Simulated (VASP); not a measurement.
Set up this calculation in VASP 6.6.1, as the native input.

```
Task                   : single point
Functional             : PBE
Potentials or basis    : VASP PAW PBE potentials, release 64 (Ge_d, Cu, Lu)
Cutoff                 : 520 eV
k mesh                 : 9 × 9 × 4
Occupations            : fermi-dirac, width 0.1 eV
Spin                   : no spin polarisation
Dipole correction      : no
Further INCAR settings : ALGO = Normal; EDIFF = 1e-06; NBANDS = 60
```

The structure of Lu2CuGe3 lies in POSCAR:

```
Lu2CuGe3
1.0
    3.7129310000      0.0000000000      0.0000000000
    0.0000000000      3.7129310000      0.0000000000
    0.0000000000      0.0000000000      8.1373740000
Ge Cu Lu
3 1 2
Direct
    0.5000000000      0.5000000000      0.0000000000
    0.0000000000      0.5000000000      0.4174724725
    0.5000000000      0.0000000000      0.5825275275
    0.0000000000      0.0000000000      0.0000000000
    0.0000000000      0.5000000000      0.7506630599
    0.5000000000      0.0000000000      0.2493369401
```

The input as run:

INCAR

```
SYSTEM = Lu2CuGe3
PREC = Accurate
ENCUT = 520
EDIFF = 1E-6
ISMEAR = -1
SIGMA = 0.1
LREAL = .FALSE.
LASPH = .TRUE.
NELM = 60
ALGO = Normal
ISIF = 2
LWAVE = .FALSE.
LCHARG = .FALSE.
GGA = PE
NBANDS = 60
```

KPOINTS

```
regular mesh
0
G
  9 9 4
  0 0 0
```

Potentials or basis: VASP PAW PBE potentials, release 64 (Ge_d, Cu, Lu).

The run is started by

```bash
$ cat potpaw_PBE.64/Ge_d/POTCAR potpaw_PBE.64/Cu/POTCAR potpaw_PBE.64/Lu/POTCAR > POTCAR
$ mpirun -np 1 vasp_std > vasp.out
```

Results of the run:

The pressure is 11.3 GPa and the largest force is 0.014 eV/Å.

Run time: 5.4 min on 1 thread of Intel(R) Xeon(R) Platinum 8375C CPU @ 2.90GHz (Ice Lake), on a shared host, peak memory 0.41 GiB.
